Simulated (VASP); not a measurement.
Re, 1 atom in the cell. Symmetry: Fm-3m, No. 225, cubic system. The conventional cell has a = 3.950 Å, b = 3.950 Å, c = 3.950 Å, α = 90.00°, β = 90.00°, γ = 90.00°. Within 3.7 Å of Re (site symmetry m-3m) lie 12 Re at 2.79 Å. This isn't the form of Re at room conditions, which is hcp.

- Program: VASP 6.6.1
- Task: electric field gradients
- Functional: PBE
- Potentials or basis: VASP PAW PBE potentials, release 64 (Re)
- Cutoff: 520 eV
- k mesh: 14 × 14 × 14
- Occupations: fermi-dirac, width 0.05 eV
- Spin: non-collinear spin, zero start, spin-orbit coupling
- Starting moments: [[0.0, 0.0, 0.0]] μB
- Dipole correction: no
- Further INCAR settings: ALGO = Normal; EDIFF = 1e-08; NBANDS = 18

Potentials or basis: VASP PAW PBE potentials, release 64 (Re).

Launch:

```sh
$ cat potpaw_PBE.64/Re/POTCAR > POTCAR
$ mpirun -np 1 vasp_ncl > vasp.out
```

Hardware: 1 thread of Intel(R) Xeon(R) Platinum 8259CL CPU @ 2.50GHz (Skylake/Cascade Lake), on a shared host.

Task: How long does it take, and how much memory?

Result: It took 83 s on 1 thread of Intel(R) Xeon(R) Platinum 8259CL CPU @ 2.50GHz (Skylake/Cascade Lake) (shared host), peak memory 0.22 GiB. Counts: scf iterations 15, k points 104.
